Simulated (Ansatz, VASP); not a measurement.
**Two plane-wave programs on Ti3S2**

```
CELL_PARAMETERS angstrom
1.70019 0.98160 7.96924
-1.70019 0.98160 7.96924
0.00000 -1.96321 7.96924
ATOMIC_POSITIONS crystal
Ti 0.00000 0.00000 0.00000
Ti 0.21343 0.21343 0.21343
Ti 0.78657 0.78657 0.78657
S 0.39583 0.39583 0.39583
S 0.60417 0.60417 0.60417
```

Alike in both runs: functional PBE; k mesh 12 × 12 × 12; occupations gaussian, width 0.1 eV; no spin polarisation.

Ansatz relaxed the structure, and its values are those at the end. VASP's run is a single point on that final structure, the one shown.

|  | VASP | Ansatz |
| --- | --- | --- |
| version | VASP 6.6.1 | Ansatz 0.2.0 |
| potentials or method | VASP PAW PBE potentials, release 64 (Ti_sv, S), cutoff 520 eV | scalar-relativistic, plane waves, PAW |
| valence electrons in the cell | 48 | 48 |

```tsv
	VASP	Ansatz	Ansatz less VASP
gap on the k mesh at the Fermi level (eV)	none	none	-
pressure (GPa)	0.1	0.0	-0.07
rms of the force components (eV/Å)	0.009	0.001	-0.0081
```

A gap of «none» marks a metal or a gap that the smearing closes.
